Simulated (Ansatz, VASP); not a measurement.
Given: the input of a run of Ansatz 0.2.0 on PbF2.

Contents of input.yaml:

```yaml
crystal:
  lattice:
    - [0.0, 3.0217857373, 3.0217857373]
    - [3.0217857373, 0.0, 3.0217857373]
    - [3.0217857373, 3.0217857373, 0.0]
  atoms:
    - { symbol: Pb, position: [0.0, 0.0, 0.0] }
    - { symbol: F, position: [0.75, 0.75, 0.75] }
    - { symbol: F, position: [0.25, 0.25, 0.25] }
hamiltonian:
  xc: lda
  pseudopotentials: { kind: paw }
kpoints:
  mp_grid: { grid: [8, 8, 8] }
scf:
  occupations: { method: fermi_dirac, width: 0.05 }
output:
  forces: true
  stress: true
  eigenvalues: true
```

Potentials or basis: Ansatz PAW.

Run with:

```sh
$ ansatz run input.yaml --threads 2 --pin off --max-ram 5632MiB --backend cpu --events-out ev --progress --plain --runs-dir out
```

Task: Translate it to VASP 6.6.1. Potentials there: VASP PAW LDA potentials, release 64 (Pb_d, F).

Result: As run (the cutoff follows the program's own potentials):

The input INCAR:

```
ALGO = Normal
EDIFF = 1E-6
ENCUT = 600
GGA = CA
GGA_COMPAT = F
ISIF = 2
ISMEAR = -1
LASPH = T
LCHARG = T
LELF = T
LREAL = F
LVHAR = T
LWAVE = F
NBANDS = 21
NELM = 120
PREC = Accurate
SIGMA = 0.05
```

Contents of KPOINTS:

```
k-points
0
Gamma
  8 8 8
```

Contents of POSCAR:

```
PbF2
1.0
    0.0000000000      3.0217857373      3.0217857373
    3.0217857373      0.0000000000      3.0217857373
    3.0217857373      3.0217857373      0.0000000000
Pb F
1 2
Direct
    0.0000000000      0.0000000000      0.0000000000
    0.7500000000      0.7500000000      0.7500000000
    0.2500000000      0.2500000000      0.2500000000
```

Potentials or basis: VASP PAW LDA potentials, release 64 (Pb_d, F).

The run is started by

```console
$ cat potpaw_LDA.64/Pb_d/POTCAR potpaw_LDA.64/F/POTCAR > POTCAR
$ mpirun -np 1 vasp_std > vasp.out
```

Both were run:

|  | VASP | Ansatz | Ansatz less VASP |
| --- | --- | --- | --- |
| gap on the k mesh at the Fermi level (eV) | 4.21 | 4.24 | +0.031 |
| least direct gap on the mesh (eV) | 4.37 | 4.41 | +0.037 |
| pressure (GPa) | -7.9 | -7.8 | +0.08 |

LDA's correlation is that of Perdew and Zunger in VASP and of Perdew and Wang (1992) in Ansatz.

Spin-orbit coupling is off throughout.
